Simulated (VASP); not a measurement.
# La2Re: single point with PBE

The system is La2Re.

```
La Re
1.0
     2.36481    1.36532    4.55417
    -2.36481    1.36532    4.55417
     0.00000   -2.73065    4.55417
La Re
2 1
Cartesian
  0.0000 0.0000 1.5209
  0.0000 0.0000 12.1416
  0.0000 0.0000 6.8313
```

The cell was generated, and may not be a known phase.

```
Program                : VASP 6.6.1
Task                   : single point
Functional             : PBE
Potentials or basis    : VASP PAW PBE potentials, release 64 (La, Re)
Cutoff                 : 520 eV
k mesh                 : 6 × 6 × 6
Occupations            : gaussian, width 0.1 eV
Spin                   : no spin polarisation
Dipole correction      : no
Further INCAR settings : ALGO = Normal; EDIFF = 1e-06; NBANDS = 22
```

The pressure is 7.2 GPa. The largest force is 0.598 eV/Å and the band gap on the k mesh is zero (an odd number of electrons rules out a gap without spin polarisation).

Forces on the atoms (eV/Å):
```
La   0.000  0.000 -0.598
La   0.000  0.000  0.598
Re   0.000  0.000  0.000
```

Stress tensor (GPa, compression positive):
```
6.47 0.00 0.00
0.00 6.47 0.00
0.00 0.00 8.74
```

Levels at points of the mesh, in eV from the Fermi level:
```
           k point  band 11  band 12  band 13  band 14  band 15  band 16  band 17  band 18  band 19  band 20
(0.00, 0.00, 0.00)    -2.14    -0.60    -0.46    -0.46    -0.05    -0.05     0.88     1.45     2.15     2.15
(0.50, 0.00, 0.00)    -2.09    -1.19    -0.63    -0.55    -0.42     0.62     0.85     1.75     2.05     2.16
(0.50, 0.50, 0.00)    -1.93    -1.01    -0.68    -0.51    -0.46     0.09     1.20     1.62     1.77     2.15
(0.50, 0.50, 0.50)    -2.13    -1.74    -0.48    -0.48    -0.34    -0.34     0.03     1.37     1.93     1.93
```

It took 44 s on 1 thread of Intel(R) Xeon(R) 6975P-C (Granite Rapids) (shared host), peak memory 0.28 GiB.

Caveat: the cell stands under pressure; spin-orbit coupling is left out, which moves the levels of the heavy elements.
